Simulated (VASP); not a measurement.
MoS2:

```
Mo S
1.0
     1.58000    0.91221    6.15000
    -1.58000    0.91221    6.15000
     0.00000   -1.82443    6.15000
Mo S
1 2
Direct
  0.00000 0.00000 0.00000
  0.25000 0.25000 0.25000
  0.41700 0.41700 0.41700
```

Base run:

| Property | Result |
| --- | --- |
| Program | VASP 6.6.1 |
| Functional | PBE |
| Potentials or basis | VASP PAW PBE potentials, release 64 (Mo_sv, S) |
| Cutoff | 520 eV |
| k mesh | 10 × 10 × 10 |
| Occupations | gaussian, width 0.1 eV |
| Spin | no spin polarisation |

Its results: band gap on the k mesh 0.97 eV (least direct gap 1.96 eV); pressure 5.2 GPa; largest force 0.506 eV/Å.

Task: The run is repeated on the same cell with these changes: k mesh from 10 × 10 × 10 to 7 × 7 × 7. What comes out?

Result: Band gap on the k mesh 1.08 eV (least direct gap 2.14 eV); pressure 5.2 GPa; largest force 0.506 eV/Å.

Caveats: the cell stands under pressure; an odd mesh through Γ misses points on the zone boundary, where band edges can lie (at least some runs).
